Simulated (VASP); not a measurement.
# TiAl (P1) in VASP: single point with PBEsol

Aim: the single point of TiAl with PBEsol.

Everything below comes from runs of VASP 6.6.1. Logs are shortened: lines on timing, memory, paths and dates and some standing lists are left out, and cuts for length are marked.

**1. The cell of the first run**

The typed cell holds 2 atoms: a = 3.082 Å, b = 3.064 Å, c = 3.094 Å, α = 89.79°, β = 90.56°, γ = 89.87°.

**2. Single point, PBEsol (atoms moved at random and the cell strained at random)**

Input file INCAR:

```
PREC = Accurate ; ENCUT = 520
EDIFF = 1E-6 ; ISMEAR = 0
SIGMA = 0.1 ; LREAL = F
LASPH = T ; NELM = 80
ALGO = Fast ; ISIF = 2
LWAVE = F ; LCHARG = F
GGA = PS ; NBANDS = 14
```

Input file KPOINTS:

```
Automatic mesh
0
Gamma
  12 12 12
```

Input file POSCAR:

```
TiAl
1.0
    3.0820071761      0.0034015985     -0.0149733914
    0.0034015985      3.0643633709      0.0055315714
   -0.0149733914      0.0055315714      3.0943737350
Ti Al
1 1
Direct
    0.0009499651      0.0195938176     -0.0245889985
    0.4990500349      0.4804061824      0.5245889985
```

Potentials or basis: VASP PAW PBE potentials, release 64 (Ti_sv, Al).

Run with:

```
cat potpaw_PBE.64/Ti_sv/POTCAR potpaw_PBE.64/Al/POTCAR > POTCAR
mpirun -np 1 vasp_std > vasp.out
```

OUTCAR:

```text
PREC = Accurate
   ENCUT = 520
   EDIFF = 1E-6
   ISMEAR = 0
   LREAL = F
   LASPH = T
   NELM = 80
   ISIF = 2
   GGA = PS

 ion  position               nearest neighbor table
   1  0.001  0.020  0.975-   2 2.50   2 2.52   2 2.66   2 2.66   2 2.69   2 2.71   2 2.81   2 2.84

   2  0.499  0.480  0.525-   1 2.50   1 2.52   1 2.66   1 2.66   1 2.69   1 2.71   1 2.81   1 2.84

  LATTYP: Found a triclinic cell.
 ALAT       =     4.3413960575
 B/A-ratio  =     0.7058490428
 C/A-ratio  =     1.0108604627
 COS(alpha) =     0.0009809470
 COS(beta)  =     0.5041176470
 COS(gamma) =     0.7042837080

  Lattice vectors:

 A1 = (   3.0786055776,  -3.0609617724,  -0.0205049628)
 A2 = (  -0.0034015985,  -3.0643633709,  -0.0055315714)
 A3 = (   3.0969805675,  -0.0021299729,  -3.1093471264)

Analysis of symmetry for initial positions (statically):
=====================================================================
 Subroutine PRICEL returns:
 Original cell was already a primitive cell.

 Routine SETGRP: Setting up the symmetry group for a
 triclinic supercell.

 Subroutine GETGRP returns: Found  1 space group operations
 (whereof  1 operations were pure point group operations)
 out of a pool of  2 trial point group operations.

The static configuration has the point symmetry C_1 .

Analysis of symmetry for dynamics (positions and initial velocities):
=====================================================================
 Subroutine PRICEL returns:
 Original cell was already a primitive cell.

 Routine SETGRP: Setting up the symmetry group for a
 triclinic supercell.

 Subroutine GETGRP returns: Found  1 space group operations
 (whereof  1 operations were pure point group operations)
 out of a pool of  2 trial point group operations.

The dynamic configuration has the point symmetry C_1 .

 Subroutine INISYM returns: Found  1 space group operations
 (whereof  1 operations are pure point group operations),
 and found     1 'primitive' translations

----------------------------------------------------------------------------------------

                                     Primitive cell

  volume of cell :      29.2237

  direct lattice vectors                    reciprocal lattice vectors
     3.082007176  0.003401599 -0.014973391     0.324471910 -0.000363016  0.001570739
     0.003401599  3.064363371  0.005531571    -0.000363016  0.326333515 -0.000585118
    -0.014973391  0.005531571  3.094373735     0.001570739 -0.000585118  0.323175816

  length of vectors
     3.082045426  3.064370251  3.094414906     0.324475915  0.326334242  0.323180163

  position of ions in fractional coordinates (direct lattice)
     0.000949965  0.019593818  0.975411001
     0.499050035  0.480406182  0.524588999

  ion indices of the primitive-cell ions
   primitive index   ion index
                 1           1
                 2           2

----------------------------------------------------------------------------------------

 KPOINTS: Automatic mesh

Automatic generation of k-mesh.
 Grid dimensions read from file:
 generate k-points for:   12   12   12

 Generating k-lattice:

  Cartesian coordinates                     Fractional coordinates (reciprocal lattice)
     0.027039326 -0.000030251  0.000130895     0.083333333  0.000000000  0.000000000
    -0.000030251  0.027194460 -0.000048760    -0.000000000  0.083333333  0.000000000
     0.000130895 -0.000048760  0.026931318    -0.000000000  0.000000000  0.083333333

  Length of vectors
     0.027039660  0.027194520  0.026931680

  Shift w.r.t. Gamma in fractional coordinates (k-lattice)
     0.000000000  0.000000000  0.000000000

 Subroutine IBZKPT returns following result:
 ===========================================

 Found    868 irreducible k-points:

 Following reciprocal coordinates:
            Coordinates               Weight
  0.000000  0.000000  0.000000      1.000000
  0.083333 -0.000000 -0.000000      2.000000
  0.166667 -0.000000 -0.000000      2.000000
  0.250000 -0.000000 -0.000000      2.000000
  0.333333 -0.000000 -0.000000      2.000000
  0.416667 -0.000000  0.000000      2.000000
[... 16 lines left out ...]
  0.250000  0.166667 -0.000000      2.000000
  0.333333  0.166667 -0.000000      2.000000
 [... further k-points ...]
   k-points           NKPTS =    868   k-points in BZ     NKDIM =    868   number of bands    NBANDS=     14
   number of dos      NEDOS =    301   number of ions     NIONS =      2
   total plane-waves  NPLWV =  13824
   dimension x,y,z NGX =    24 NGY =   24 NGZ =   24
   dimension x,y,z NGXF=    48 NGYF=   48 NGZF=   48
   ions per type =               1   1
   NGX,Y,Z   is equivalent  to a cutoff of  12.95, 13.02, 12.89 a.u.
   NGXF,Y,Z  is equivalent  to a cutoff of  25.89, 26.04, 25.79 a.u.
 SYSTEM =  unknown system
   PREC   = accura    normal or accurate (medium, high low for compatibility)
   ISTART =      0    job   : 0-new  1-cont  2-samecut
   ICHARG =      2    charge: 1-file 2-atom 10-const
   ISPIN  =      1    spin polarized calculation?
   LNONCOLLINEAR =      F non collinear calculations
   LSORBIT =      F    spin-orbit coupling
   LASPH  =      T    aspherical Exc in radial PAW
   ENCUT  =  520.0 eV  38.22 Ry    6.18 a.u.   5.73  5.70  5.75*2*pi/ulx,y,z
   NELM   =     80;   NELMIN=  2; NELMDL= -5     # of ELM steps
   EDIFF  = 0.1E-05   stopping-criterion for ELM
   LREAL  =      F    real-space projection
   EDIFFG = 0.1E-04   stopping-criterion for IOM
   NSW    =      0    number of steps for IOM
   IBRION =     -1    ionic relax: 0-MD 1-quasi-New 2-CG
   NFREE  =      0    steps in history (QN), initial steepest desc. (CG)
   ISIF   =      2    stress and relaxation
   ISYM   =      2    0-nonsym 1-usesym 2-fastsym
   POTIM  = 0.5000    time-step for ionic-motion
   TEBEG  =    0.0;   TEEND  =   0.0 temperature during run
   PSTRESS=    0.0 pullay stress
   NELECT =      15.0000    total number of electrons
   NUPDOWN=      -1.0000    fix difference up-down
   EMIN   =  10.00;   EMAX   =-10.00  energy-range for DOS
   EFERMI =   0.00;   METHOD = LEGACY
   ISMEAR =     0;   SIGMA  =   0.10  broadening in eV -4-tet -1-fermi 0-gaus
   EFERMI_NEDOS =   21; number of points for ismear=-14 and -15
   IALGO  =     68    algorithm
   IMIX   =      4    mixing-type and parameters
     AMIX     =   0.40;   BMIX     =  1.00
     AMIX_MAG =   1.60;   BMIX_MAG =  1.00
  volume/ion in A,a.u.               =      14.61        98.61
  Fermi-wavevector in a.u.,A,eV,Ry     =   1.310772  2.476999 23.376477  1.718123
  Thomas-Fermi vector in A             =   2.441279
   LORBIT       =      0    0 simple, 1 ext, 2 COOP (PROOUT), +10 PAW based schemes
   GGA     = PS    functional components
   LHFCALC =     F    Hartree Fock is set to
   AEXX    =    0.0000 exact exchange contribution
   IVDW    =     0    specifies the selected vdW correction
   LEPSILON=     F    determine dielectric tensor
   LRPA    =     F    only Hartree local field effects (RPA)
 non-spin polarized calculation
 RMM-DIIS sequential band-by-band and
 Gauss-broadening in eV      SIGMA  =   0.10
  energy-cutoff  :      520.00
  volume of cell :       29.22
 maximum number of plane-waves:       806
   NGX = 11   NGY = 11   NGZ = 11

 number of electron      15.0000007 magnetization

 Free energy of the ion-electron system (eV)
  ---------------------------------------------------
  ext. energy  EPLUGINS =         0.00000000
  ---------------------------------------------------
  free energy    TOTEN  =       -12.74525232 eV

  energy without entropy =      -12.73321437  energy(sigma->0) =      -12.73923335

 E-fermi :   9.6861     XC(G=0): -11.5988

 val. band max:        9.6858466940   @ k =   0.4167   0.4167   0.2500
 cond. band min:       9.6882240030   @ k =  -0.3333   0.0833   0.1667
 fundamental gap:      0.0023773091
 Fermi energy:         9.6861384901

 k-point     1 :       0.0000    0.0000    0.0000
  band No.  band energies     occupation
      1     -46.7589      2.00000
      2     -23.0681      2.00000
      3     -23.0558      2.00000
      4     -23.0414      2.00000
      5       0.0460      2.00000
      6       7.9836      2.00000
      7       8.0075      2.00000
      8      11.6161      0.00000
      9      11.6981      0.00000
     10      11.7475      0.00000
     11      14.5593      0.00000
     12      14.6490      0.00000
     13      14.8406      0.00000
     14      19.1276      0.00000

 k-point     2 :       0.0833   -0.0000   -0.0000
  band No.  band energies     occupation
      1     -46.7573      2.00000
      2     -23.0777      2.00000
      3     -23.0616      2.00000
      4     -23.0400      2.00000
      5       0.1666      2.00000
      6       7.9440      2.00000
      7       8.0574      2.00000
      8      11.4123      0.00000
      9      11.5312      0.00000
     10      11.7290      0.00000
     11      14.1054      0.00000
     12      14.8939      0.00000
     13      15.1611      0.00000
     14      18.9340      0.00000

 k-point     3 :       0.1667   -0.0000   -0.0000
  band No.  band energies     occupation
      1     -46.7531      2.00000
      2     -23.1220      2.00000
      3     -23.0591      2.00000
      4     -23.0361      2.00000
      5       0.5230      2.00000
      6       7.7255      2.00000
      7       8.2152      2.00000
      8      10.9761      0.00000
      9      11.0844      0.00000
     10      11.7697      0.00000
     11      13.3012      0.00000
     12      15.6012      0.00000
     13      15.8462      0.00000
     14      18.4183      0.00000

 k-point     4 :       0.2500   -0.0000   -0.0000
  band No.  band energies     occupation
      1     -46.7472      2.00000
      2     -23.1839      2.00000
      3     -23.0539      2.00000
      4     -23.0307      2.00000
      5       1.0992      2.00000
      6       7.1619      2.00000
      7       8.4499      2.00000
      8      10.5099      0.00000
      9      10.6172      0.00000
     10      11.8249      0.00000
     11      12.8270      0.00000
     12      16.5085      0.00000
     13      16.7331      0.00000
     14      17.7202      0.00000

 k-point     5 :       0.3333   -0.0000   -0.0000
  band No.  band energies     occupation
      1     -46.7414      2.00000
      2     -23.2453      2.00000
      3     -23.0484      2.00000
      4     -23.0252      2.00000
      5       1.8703      2.00000
      6       6.2356      2.00000
      7       8.7112      2.00000
      8      10.1246      0.00000
      9      10.2361      0.00000
     10      11.8814      0.00000
     11      12.8098      0.00000
[... 276 lines left out ...]
 k-point    22 :       0.1667    0.1667   -0.0000
  band No.  band energies     occupation
      1     -46.7469      2.00000
      2     -23.1156      2.00000
      3     -23.1064      2.00000
      4     -23.0470      2.00000
      5       0.9821      2.00000
      6       7.9097      2.00000
      7       8.0724      2.00000
      8      10.3385      0.00000
      9      10.9303      0.00000
     10      11.3467      0.00000
     11      13.7779      0.00000
     12      14.5717      0.00000
     13      16.5099      0.00000
     14      18.7222      0.00000

 k-point    23 :       0.2500    0.1667   -0.0000
  band No.  band energies     occupation
      1     -46.7412      2.00000
      2     -23.1761      2.00000
      3     -23.1003      2.00000
      4     -23.0417      2.00000
      5       1.5312      2.00000
      6       7.4235      2.00000
      7       8.2640      2.00000
      8      10.0006      0.00001
      9      10.5988      0.00000
     10      11.3329      0.00000
     11      13.2616      0.00000
     12      15.0423      0.00000
     13      17.2879      0.00000
     14      18.3927      0.00000

 k-point    24 :       0.3333    0.1667   -0.0000
  band No.  band energies     occupation
      1     -46.7354      2.00000
      2     -23.2365      2.00000
      3     -23.0939      2.00000
      4     -23.0363      2.00000
      5       2.2606      2.00000
      6       6.5220      2.00000
      7       8.5679      2.00000
      8       9.7654      0.26235
      9      10.2647      0.00000
     10      11.3969      0.00000
     11      13.0035      0.00000
     12      15.6857      0.00000
     13      17.7790      0.00000
     14      18.3465      0.00000

 [... further k-points ...]

------------------------ aborting loop because EDIFF is reached ----------------------------------------

  FORCE on cell =-STRESS in cart. coord.  units (eV):
  Direction    XX          YY          ZZ          XY          YZ          ZX
  --------------------------------------------------------------------------------------
  -------------------------------------------------------------------------------------
  Total        2.3479049      2.1052846      2.0834247     -0.0428908     -0.4250556      0.1689485
  in kB      128.7231217    115.4215441    114.2230814     -2.3514749    -23.3035332      9.2625473
  external PRESSURE =     119.4559157 kB  Pullay stress =       0.0000000 kB

 VOLUME and BASIS-vectors are now :
 -----------------------------------------------------------------------------
  energy-cutoff  :      520.00
  volume of cell :       29.22
      direct lattice vectors                 reciprocal lattice vectors
     3.082007176  0.003401599 -0.014973391     0.324471910 -0.000363016  0.001570739
     0.003401599  3.064363371  0.005531571    -0.000363016  0.326333515 -0.000585118
    -0.014973391  0.005531571  3.094373735     0.001570739 -0.000585118  0.323175816

 POSITION                                       TOTAL-FORCE (eV/Angst)
 -----------------------------------------------------------------------------------
     -0.01161      0.06544      3.01838        -0.008535     -1.044244      1.303926
      1.53186      1.47674      1.61846         0.008535      1.044244     -1.303926
 -----------------------------------------------------------------------------------
    total drift:                               -0.000068      0.000151     -0.000156

  FREE ENERGIE OF THE ION-ELECTRON SYSTEM (eV)
  ---------------------------------------------------
  free  energy   TOTEN  =       -12.7452523246 eV

  energy  without entropy=      -12.7332143705  energy(sigma->0) =      -12.73923335
```

It took 2.8 min on 1 thread of Intel Xeon 6975P-C (Granite Rapids), shared host; peak memory 0.45 GiB.

Results:

- Free energy: -12.7453 eV
- Pressure: 11.9 GPa
- Largest force: 1.671 eV/Å

Forces in eV/Å, atoms in the order of the input:
```
Ti  -0.009 -1.044  1.304
Al   0.009  1.044 -1.304
```

Stress tensor (GPa, compression positive):
```
12.87 -0.24  0.93
-0.24 11.54 -2.33
 0.93 -2.33 11.42
```

Caveat: the cell differs from its parent crystal (atoms moved at random and the cell strained at random); the PAW data sets were made with another functional, which shifts forces and pressure a little.
